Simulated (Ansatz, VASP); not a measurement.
# One calculation of TiNi, two programs

```
Ti Ni
1.0
     2.93835    0.00000    0.00000
     0.00000    2.93835    0.00000
     0.00000    0.00000    2.93835
Ti Ni
1 1
Direct
  0.50000 0.50000 0.50000
  0.00000 0.00000 0.00000
```

Alike in both runs: functional LDA; k mesh 14 × 14 × 14; occupations gaussian, width 0.1 eV; no spin polarisation.

Ansatz relaxed the structure, and its values are those at the end. VASP's run is a single point on that final structure, the one shown.

```csv
,VASP,Ansatz
version,VASP 6.6.1,Ansatz 0.2.0
potentials or method,"VASP PAW LDA potentials, release 64 (Ti_sv, Ni), cutoff 520 eV","scalar-relativistic, plane waves, PAW"
valence electrons in the cell,22,30
```

```csv
,VASP,Ansatz,Ansatz less VASP
gap on the k mesh at the Fermi level (eV),none,none,-
pressure (GPa),0.0,0.0,+0.01
```

LDA's correlation is that of Perdew and Zunger in VASP and of Perdew and Wang (1992) in Ansatz. A gap of «none» marks a metal or a gap that the smearing closes. VASP's potentials hold 22 valence electrons a cell and Ansatz's 30, so a difference there can come from the potentials and not from the codes.
